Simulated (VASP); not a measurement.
Sc2H, 3 atoms in the cell. The structure is hexagonal, space group P6/mmm (No. 191). Conventional cell: a = 3.725 Å, b = 3.725 Å, c = 3.026 Å, α = 90.00°, β = 90.00°, γ = 120.00°. Sc (site symmetry -6m2) has 3 Sc at 2.15 Å and 6 H at 2.63 Å within 2.8 Å. Within 3.5 Å of H (site symmetry 6/mmm) lie 12 Sc at 2.63 Å and 2 H at 3.03 Å. 

```yaml
Program: VASP 6.6.1
Task: single point
Functional: PBE
Potentials_or_basis: VASP PAW PBE potentials, release 64 (Sc_sv, H)
Cutoff: 520 eV
k_mesh: 6 × 6 × 6
Occupations: gaussian, width 0.1 eV
Spin: no spin polarisation
Dipole_correction: no
Further_INCAR_settings: ALGO = Normal; EDIFF = 1e-06; NBANDS = 18
```

Potentials or basis: VASP PAW PBE potentials, release 64 (Sc_sv, H).

Command:

```sh
$ cat potpaw_PBE.64/Sc_sv/POTCAR potpaw_PBE.64/H/POTCAR > POTCAR
$ mpirun -np 1 vasp_std > vasp.out
```

Hardware: 1 thread of AMD EPYC 9R45 (Zen 5), with other jobs on the host.

Estimate the wall time of this run.

Run time: 16 s on 1 thread of AMD EPYC 9R45 (Zen 5), on a shared host, peak memory 0.12 GiB. Counts: scf iterations 12, k points 28.
